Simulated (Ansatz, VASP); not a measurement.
# Two plane-wave programs on C

```xyz
2
Lattice="0.0000 1.8897 3.5414 1.0917 0.0000 3.5414 1.0917 1.8897 0.0000" Properties=species:S:1:pos:R:3 pbc="T T T"
C     1.0917    0.6300    3.5414
C     1.0917    3.1493    3.5414
```

Change from the starting cell: volume 7.306 Å^3 an atom, stretch along c over the lengths across it, relative to the relaxed cell 1.1996.

Alike in both runs: task single point; functional PBEsol; dispersion D3(BJ); k mesh 18 × 18 × 18; occupations gaussian, width 0.03 eV; no spin polarisation.

```csv
,VASP,Ansatz
version,VASP 6.6.1,Ansatz 0.2.0
potentials or method,"VASP PAW PBE potentials, release 64 (C), cutoff 520 eV","scalar-relativistic, plane waves, PAW"
valence electrons in the cell,8,8
```

|  | VASP | Ansatz | Ansatz less VASP |
| --- | --- | --- | --- |
| gap on the k mesh at the Fermi level (eV) | 0.05 | 0.05 | 0.000 |
| least direct gap on the mesh (eV) | 0.09 | 0.09 | 0.000 |

VASP's potentials were made for PBE, not for PBEsol, and Ansatz warns of the same on its side.
